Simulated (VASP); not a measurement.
Input of a VASP 6.6.1 run:

Contents of INCAR:

```
PREC = Accurate
ENCUT = 520
EDIFF = 1E-6
ISMEAR = -1
SIGMA = 0.1
LREAL = False
LASPH = True
NELM = 100
ALGO = Normal
ISIF = 2
LWAVE = False
LCHARG = False
NBANDS = 24
```

KPOINTS

```
regular mesh
0
Gamma
  8 8 6
```

Contents of POSCAR:

```
BaCuGe
1.0
    4.2762487069      0.0000000000      0.0000000000
   -2.1381243534      3.7033405990      0.0000000000
    0.0000000000      0.0000000000      5.0954627342
Ba Cu Ge
1 1 1
Direct
    0.0000000000      0.0000000000      0.0000000000
    0.3333333333      0.6666666667      0.5000000000
    0.6666666667      0.3333333333      0.5000000000
```

Potentials or basis: VASP PAW LDA potentials, release 64 (Ba_sv, Cu, Ge_d).

Run with:

```sh
$ cat potpaw_LDA.64/Ba_sv/POTCAR potpaw_LDA.64/Cu/POTCAR potpaw_LDA.64/Ge_d/POTCAR > POTCAR
$ mpirun -np 1 vasp_std > vasp.out
```

Problem. Estimate the pressure.

Solution. -4.7 GPa.

Problem. Estimate the band gap on the k mesh.

Solution. Zero (an odd number of electrons rules out a gap without spin polarisation).

Stress tensor (GPa, compression positive):
```
-4.71  0.00  0.00
 0.00 -4.71  0.00
 0.00  0.00 -4.83
```

Caveat: the cell stands under tension; spin-orbit coupling is left out, which moves the levels of the heavy elements.
